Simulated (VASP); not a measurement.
# BaTiO3 (P1) in VASP: single point with PBE

Aim: the single point of BaTiO3 with PBE.

Program: VASP 6.6.1. These are calculated values, not measurements. Logs are shortened: lines on timing, memory, paths and dates and some standing lists are left out, and cuts for length are marked.

### Step 1. The cell of the first run

The typed cell holds 10 atoms: a = 4.056 Å, b = 5.728 Å, c = 5.760 Å, α = 89.95°, β = 89.58°, γ = 89.99°.

### Step 2. Single point, PBE

Input file INCAR:

```
ALGO = Normal ; EDIFF = 1E-6
ENCUT = 520 ; GGA = PE
ISIF = 2 ; ISMEAR = -1
LASPH = T ; LCHARG = F
LREAL = F ; LWAVE = F
NBANDS = 51 ; NELM = 80
PREC = Accurate ; SIGMA = 0.05
```

Input file KPOINTS:

```
k-points
0
Gamma
  6 4 4
```

Input file POSCAR:

```
BaTiO3
1.0
    0.0104593357     -2.8606495633     -2.8758499847
   -4.0488679846      2.8651987975     -2.8657422349
    4.0712057879      2.8661952486     -2.8960216152
Ba Ti O
2 2 6
Direct
   -0.0082130184      0.5002672799      0.4910528833
    0.9917822258      1.0002722001     -0.0089622656
    0.4776936236      0.0001935337      0.4766912881
    0.4776700288      0.5001820120      0.9766845256
    0.5080355813      0.2450677086      0.2630957800
    0.5080402623      0.7450585143      0.7630827832
    0.5079121077      0.7559733729      0.2631707099
    0.5078990014      0.2559572920      0.7631745076
    0.0183674357      0.0004049171      0.5078881494
    1.0183727517      0.5004031695      1.0079016385
```

Potentials or basis: VASP PAW PBE potentials, release 64 (Ba_sv, Ti_sv, O).

Command:

```console
$ cat potpaw_PBE.64/Ba_sv/POTCAR potpaw_PBE.64/Ti_sv/POTCAR potpaw_PBE.64/O/POTCAR > POTCAR
$ mpirun -np 1 vasp_std > vasp.out
```

OUTCAR:

```text
EDIFF = 1E-6
   ENCUT = 520
   GGA = PE
   ISIF = 2
   ISMEAR = -1
   LASPH = T
   LREAL = F
   NELM = 80
   PREC = Accurate

 ion  position               nearest neighbor table
   1  0.992  0.500  0.491-  10 2.78   5 2.78   7 2.78   5 2.87   7 2.87   8 2.87   9 2.87   6 2.87
                             9 2.87   8 2.97   6 2.98  10 2.98   4 3.43   4 3.48   3 3.48   3 3.48
   2  0.992  0.000  0.991-   9 2.78   6 2.78   8 2.78   8 2.86   6 2.87   7 2.87  10 2.87  10 2.87
                             5 2.87   7 2.97   5 2.98   9 2.98   3 3.43   3 3.48   4 3.48   4 3.48
   3  0.478  0.000  0.477-   7 1.87   5 1.87   9 1.87   9 2.20   6 2.21   8 2.21   2 3.43   2 3.48
                             1 3.48   1 3.48   1 3.54   1 3.54   2 3.55   2 3.64
   4  0.478  0.500  0.977-   8 1.87   6 1.87  10 1.87  10 2.20   5 2.21   7 2.21   1 3.43   1 3.48
                             2 3.48   2 3.48   2 3.54   2 3.54   1 3.55   1 3.64
   5  0.508  0.245  0.263-   3 1.87   4 2.21   1 2.78   1 2.87   2 2.87   2 2.98
   6  0.508  0.745  0.763-   4 1.87   3 2.21   2 2.78   2 2.87   1 2.87   1 2.98
   7  0.508  0.756  0.263-   3 1.87   4 2.21   1 2.78   1 2.87   2 2.87   2 2.97
   8  0.508  0.256  0.763-   4 1.87   3 2.21   2 2.78   2 2.86   1 2.87   1 2.97
   9  0.018  0.000  0.508-   3 1.87   3 2.20   2 2.78   1 2.87   1 2.87   2 2.98
  10  0.018  0.500  0.008-   4 1.87   4 2.20   1 2.78   2 2.87   2 2.87   1 2.98

  LATTYP: Found a triclinic cell.
 ALAT       =     5.7599247362
 B/A-ratio  =     0.7042358436
 C/A-ratio  =     0.9945360990
 COS(alpha) =     0.0001190624
 COS(beta)  =     0.0008393841
 COS(gamma) =     0.0073584934

  Lattice vectors:

 A1 = (   4.0712057879,   2.8661952486,  -2.8960216152)
 A2 = (   0.0104593357,  -2.8606495633,  -2.8758499847)
 A3 = (  -4.0488679846,   2.8651987975,  -2.8657422349)

Analysis of symmetry for initial positions (statically):
=====================================================================
 Subroutine PRICEL returns:
 Original cell was already a primitive cell.

 Routine SETGRP: Setting up the symmetry group for a
 triclinic supercell.

 Subroutine GETGRP returns: Found  1 space group operations
 (whereof  1 operations were pure point group operations)
 out of a pool of  2 trial point group operations.

The static configuration has the point symmetry C_1 .

Analysis of symmetry for dynamics (positions and initial velocities):
=====================================================================
 Subroutine PRICEL returns:
 Original cell was already a primitive cell.

 Routine SETGRP: Setting up the symmetry group for a
 triclinic supercell.

 Subroutine GETGRP returns: Found  1 space group operations
 (whereof  1 operations were pure point group operations)
 out of a pool of  2 trial point group operations.

The dynamic configuration has the point symmetry C_1 .

 Subroutine INISYM returns: Found  1 space group operations
 (whereof  1 operations are pure point group operations),
 and found     1 'primitive' translations

----------------------------------------------------------------------------------------

                                     Primitive cell

  volume of cell :     133.8373

  direct lattice vectors                    reciprocal lattice vectors
     0.010459336 -2.860649563 -2.875849985    -0.000626887 -0.174784118 -0.173865275
    -4.048867985  2.865198798 -2.865742235    -0.123487620  0.087254346 -0.087242278
     4.071205788  2.866195249 -2.896021615     0.122819015  0.087224638 -0.086316922

  length of vectors
     4.056345456  5.728453078  5.759924736     0.246534003  0.174567260  0.173618141

  position of ions in fractional coordinates (direct lattice)
     0.991786982  0.500267280  0.491052883
     0.991782226  0.000272200  0.991037734
     0.477693624  0.000193534  0.476691288
     0.477670029  0.500182012  0.976684526
     0.508035581  0.245067709  0.263095780
     0.508040262  0.745058514  0.763082783
     0.507912108  0.755973373  0.263170710
     0.507899001  0.255957292  0.763174508
     0.018367436  0.000404917  0.507888149
     0.018372752  0.500403169  0.007901639

  ion indices of the primitive-cell ions
   primitive index   ion index
                 1           1
                 2           2
                 3           3
                 4           4
                 5           5
                 6           6
                 7           7
                 8           8
                 9           9
                10          10

----------------------------------------------------------------------------------------

 KPOINTS: k-points

Automatic generation of k-mesh.
 Grid dimensions read from file:
 generate k-points for:    6    4    4

 Generating k-lattice:

  Cartesian coordinates                     Fractional coordinates (reciprocal lattice)
    -0.000104481 -0.029130686 -0.028977546     0.166666667  0.000000000  0.000000000
    -0.030871905  0.021813586 -0.021810570     0.000000000  0.250000000  0.000000000
     0.030704754  0.021806160 -0.021579230     0.000000000  0.000000000  0.250000000

  Length of vectors
     0.041089000  0.043641815  0.043404535

  Shift w.r.t. Gamma in fractional coordinates (k-lattice)
     0.000000000  0.000000000  0.000000000

 Subroutine IBZKPT returns following result:
 ===========================================

 Found     52 irreducible k-points:

 Following reciprocal coordinates:
            Coordinates               Weight
  0.000000  0.000000  0.000000      1.000000
  0.166667 -0.000000  0.000000      2.000000
  0.333333 -0.000000  0.000000      2.000000
  0.500000 -0.000000  0.000000      1.000000
  0.000000  0.250000  0.000000      2.000000
  0.166667  0.250000  0.000000      2.000000
[... 16 lines left out ...]
  0.333333  0.250000  0.250000      2.000000
  0.500000  0.250000  0.250000      2.000000
 [... further k-points ...]
   k-points           NKPTS =     52   k-points in BZ     NKDIM =     52   number of bands    NBANDS=     51
   number of dos      NEDOS =    301   number of ions     NIONS =     10
   total plane-waves  NPLWV =  69120
   dimension x,y,z NGX =    30 NGY =   48 NGZ =   48
   dimension x,y,z NGXF=    60 NGYF=   96 NGZF=   96
   ions per type =               2   2   6
   NGX,Y,Z   is equivalent  to a cutoff of  12.30, 13.93, 13.85 a.u.
   NGXF,Y,Z  is equivalent  to a cutoff of  24.59, 27.86, 27.71 a.u.
 SYSTEM =  unknown system
   PREC   = accura    normal or accurate (medium, high low for compatibility)
   ISTART =      0    job   : 0-new  1-cont  2-samecut
   ICHARG =      2    charge: 1-file 2-atom 10-const
   ISPIN  =      1    spin polarized calculation?
   LNONCOLLINEAR =      F non collinear calculations
   LSORBIT =      F    spin-orbit coupling
   LASPH  =      T    aspherical Exc in radial PAW
   ENCUT  =  520.0 eV  38.22 Ry    6.18 a.u.   7.54 10.65 10.71*2*pi/ulx,y,z
   NELM   =     80;   NELMIN=  2; NELMDL= -5     # of ELM steps
   EDIFF  = 0.1E-05   stopping-criterion for ELM
   LREAL  =      F    real-space projection
   EDIFFG = 0.1E-04   stopping-criterion for IOM
   NSW    =      0    number of steps for IOM
   IBRION =     -1    ionic relax: 0-MD 1-quasi-New 2-CG
   NFREE  =      0    steps in history (QN), initial steepest desc. (CG)
   ISIF   =      2    stress and relaxation
   ISYM   =      2    0-nonsym 1-usesym 2-fastsym
   POTIM  = 0.5000    time-step for ionic-motion
   TEBEG  =    0.0;   TEEND  =   0.0 temperature during run
   PSTRESS=    0.0 pullay stress
   NELECT =      80.0000    total number of electrons
   NUPDOWN=      -1.0000    fix difference up-down
   EMIN   =  10.00;   EMAX   =-10.00  energy-range for DOS
   EFERMI =   0.00;   METHOD = LEGACY
   ISMEAR =    -1;   SIGMA  =   0.05  broadening in eV -4-tet -1-fermi 0-gaus
   EFERMI_NEDOS =   21; number of points for ismear=-14 and -15
   IALGO  =     38    algorithm
   IMIX   =      4    mixing-type and parameters
     AMIX     =   0.40;   BMIX     =  1.00
     AMIX_MAG =   1.60;   BMIX_MAG =  1.00
  volume/ion in A,a.u.               =      13.38        90.32
  Fermi-wavevector in a.u.,A,eV,Ry     =   1.379047  2.606021 25.875164  1.901771
  Thomas-Fermi vector in A             =   2.504053
   LORBIT       =      0    0 simple, 1 ext, 2 COOP (PROOUT), +10 PAW based schemes
   GGA     = PE    functional components
   LHFCALC =     F    Hartree Fock is set to
   AEXX    =    0.0000 exact exchange contribution
   IVDW    =     0    specifies the selected vdW correction
   LEPSILON=     F    determine dielectric tensor
   LRPA    =     F    only Hartree local field effects (RPA)
 non-spin polarized calculation
  energy-cutoff  :      520.00
  volume of cell :      133.84
 maximum number of plane-waves:      3632
   NGX = 15   NGY = 21   NGZ = 21

 number of electron      80.0000011 magnetization

 Free energy of the ion-electron system (eV)
  ---------------------------------------------------
  ext. energy  EPLUGINS =         0.00000000
  ---------------------------------------------------
  free energy    TOTEN  =       -80.10959470 eV

  energy without entropy =      -80.10959470  energy(sigma->0) =      -80.10959470

 E-fermi :   4.4999     XC(G=0): -11.0070

 val. band max:        3.4284964334   @ k =   0.5000  -0.0000   0.0000
 cond. band min:       6.0069777711   @ k =   0.0000   0.0000   0.0000
 fundamental gap:      2.5784813377
 Fermi energy:         4.4998778761

 k-point     1 :       0.0000    0.0000    0.0000
  band No.  band energies     occupation
      1     -52.8628      2.00000
      2     -52.8612      2.00000
      3     -29.1595      2.00000
      4     -29.1577      2.00000
      5     -29.1196      2.00000
      6     -29.1171      2.00000
[... 43 lines left out ...]
     50       8.4824      0.00000
     51       8.4991      0.00000

 k-point     2 :       0.1667   -0.0000    0.0000
  band No.  band energies     occupation
      1     -52.8626      2.00000
      2     -52.8610      2.00000
      3     -29.1590      2.00000
      4     -29.1572      2.00000
      5     -29.1264      2.00000
      6     -29.1225      2.00000
[... 43 lines left out ...]
     50       8.9769      0.00000
     51       8.9922      0.00000

 k-point     3 :       0.3333   -0.0000    0.0000
  band No.  band energies     occupation
      1     -52.8622      2.00000
      2     -52.8606      2.00000
      3     -29.1580      2.00000
      4     -29.1561      2.00000
      5     -29.1481      2.00000
      6     -29.1435      2.00000
[... 43 lines left out ...]
     50       9.8954      0.00000
     51      10.1183      0.00000
[... 1027 lines left out ...]
 k-point    23 :       0.3333    0.2500    0.2500
  band No.  band energies     occupation
      1     -52.8618      2.00000
      2     -52.8610      2.00000
      3     -29.1575      2.00000
      4     -29.1470      2.00000
      5     -29.1447      2.00000
      6     -29.1389      2.00000
[... 43 lines left out ...]
     50      10.3506      0.00000
     51      10.4062      0.00000

 k-point    24 :       0.5000    0.2500    0.2500
  band No.  band energies     occupation
      1     -52.8616      2.00000
      2     -52.8608      2.00000
      3     -29.1576      2.00000
      4     -29.1571      2.00000
      5     -29.1550      2.00000
      6     -29.1384      2.00000
[... 43 lines left out ...]
     50      10.6261      0.00000
     51      10.8764      0.00000

 [... further k-points ...]
[... 5 lines left out ...]
  --------------------------------------------------------------------------------------
  -------------------------------------------------------------------------------------
  Total        1.3295934      1.3526875      1.2990345     -0.0075622      0.0086281      0.0378082
  in kB       15.9166714     16.1931331     15.5508477     -0.0905281      0.1032879      0.4526053
  external PRESSURE =      15.8868841 kB  Pullay stress =       0.0000000 kB

 VOLUME and BASIS-vectors are now :
 -----------------------------------------------------------------------------
  energy-cutoff  :      520.00
  volume of cell :      133.84
      direct lattice vectors                 reciprocal lattice vectors
     0.010459336 -2.860649563 -2.875849985    -0.000626887 -0.174784118 -0.173865275
    -4.048867985  2.865198798 -2.865742235    -0.123487620  0.087254346 -0.087242278
     4.071205788  2.866195249 -2.896021615     0.122819015  0.087224638 -0.086316922

 POSITION                                       TOTAL-FORCE (eV/Angst)
 -----------------------------------------------------------------------------------
     -0.01597      0.00366     -5.70797         0.024241      0.001286     -0.034741
      4.04399      0.00415     -5.72306         0.025593      0.001367     -0.034946
      1.94492      0.00033     -2.75484         0.052020     -0.000357     -0.072804
      1.95611      2.86604     -5.63560         0.051950      0.000632     -0.075034
      0.08418      0.00294     -2.92527        -0.055099      0.000150      0.016056
      0.09534      2.86856     -5.80610        -0.054088      0.000402      0.016163
     -1.98410      1.46735     -4.38925        -0.010859     -0.031154      0.047294
      2.07602      1.46785     -4.40432        -0.011014     -0.031145      0.047000
      2.06627      1.40432     -1.52484        -0.011211      0.029534      0.045176
     -1.99371      1.40384     -1.50975        -0.011535      0.029286      0.045836
 -----------------------------------------------------------------------------------
    total drift:                               -0.000025     -0.000511     -0.000352

  FREE ENERGIE OF THE ION-ELECTRON SYSTEM (eV)
  ---------------------------------------------------
  free  energy   TOTEN  =       -80.1095946979 eV

  energy  without entropy=      -80.1095946978  energy(sigma->0) =      -80.10959470
```

Run time: 16 min. Hardware: 1 thread of Intel Xeon 8259CL, shared host; peak memory 0.45 GiB.

Results:

- Free energy: -80.1096 eV
- Pressure: 1.6 GPa
- Largest force: 0.091 eV/Å
- Band gap on the k mesh: 2.58 eV

Forces in eV/Å, atoms in the order of the input:
```
Ba   0.024  0.001 -0.035
Ba   0.026  0.001 -0.035
Ti   0.052  0.000 -0.073
Ti   0.052  0.001 -0.075
O   -0.055  0.000  0.016
O   -0.054  0.000  0.016
O   -0.011 -0.031  0.047
O   -0.011 -0.031  0.047
O   -0.011  0.030  0.045
O   -0.012  0.029  0.046
```

Levels at points of the mesh, in eV from the valence-band top:
| k point | band 37 | band 38 | band 39 | band 40 | band 41 | band 42 | band 43 | band 44 |
| --- | --- | --- | --- | --- | --- | --- | --- | --- |
| (0.00, 0.00, 0.00) | -0.69 | -0.54 | -0.54 | -0.10 | 2.58 | 2.59 | 2.76 | 3.81 |
| (0.50, 0.00, 0.00) | -0.89 | -0.04 | -0.03 | 0.00 | 2.74 | 3.72 | 3.88 | 4.16 |
| (0.00, 0.50, 0.00) | -0.88 | -0.88 | -0.52 | -0.52 | 2.99 | 2.99 | 3.25 | 3.25 |
| (0.50, 0.50, 0.00) | -0.58 | -0.58 | -0.48 | -0.48 | 3.45 | 3.45 | 3.89 | 3.89 |
| (0.00, 0.00, 0.50) | -0.93 | -0.93 | -0.54 | -0.54 | 3.12 | 3.13 | 3.24 | 3.24 |
| (0.50, 0.00, 0.50) | -0.58 | -0.57 | -0.48 | -0.48 | 3.60 | 3.60 | 3.89 | 3.89 |
| (0.00, 0.50, 0.50) | -1.05 | -1.04 | -0.88 | -0.87 | 2.73 | 2.74 | 3.72 | 3.72 |
| (0.50, 0.50, 0.50) | -0.84 | -0.84 | -0.09 | -0.08 | 3.81 | 3.81 | 3.83 | 3.83 |

Caveat: spin-orbit coupling is left out, which moves the levels of the heavy elements.
